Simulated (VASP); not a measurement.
**ZrS2: phonons with PBE+D3(BJ)**

The system is ZrS2.

```
CELL_PARAMETERS angstrom
3.32139 0.00000 0.00000
-1.66069 2.87640 0.00000
0.00000 0.00000 5.11385
ATOMIC_POSITIONS crystal
Zr 0.00000 0.00000 0.00000
S 0.33333 0.66667 0.30014
S 0.66667 0.33333 0.69986
```

```json
{
  "Program": "VASP 6.6.1",
  "Task": "phonons",
  "Functional": "PBE",
  "Dispersion": "D3(BJ)",
  "Potentials or basis": "VASP PAW PBE potentials, release 64 (Zr_sv, S)",
  "Cutoff": "500 eV",
  "k mesh": "12 × 12 × 8",
  "Occupations": "fermi-dirac, width 0.15 eV",
  "Spin": "no spin polarisation",
  "Dipole correction": "no",
  "Further INCAR settings": "ALGO = Normal; EDIFF = 1e-08; IBRION = 6; POTIM = 0.015; NSW = 1"
}
```

| Quantity | Value |
| --- | --- |
| Highest phonon frequency at Γ, LO-TO splitting left out | 418 cm⁻¹ |
| Dispersion energy per atom | -0.497 eV |

Phonon frequencies in cm⁻¹ (negative: imaginary):
| q point | frequencies |
| --- | --- |
| (0.000, 0.000, 0.000) | 0 0 0 222 222 273 273 411 418 |

Wall time 12 min on 1 thread of Oxide Virtual Turin-like Processor, on a shared host, peak memory 0.69 GiB.

Caveat: the cell stands under pressure or tension, which shifts response properties.
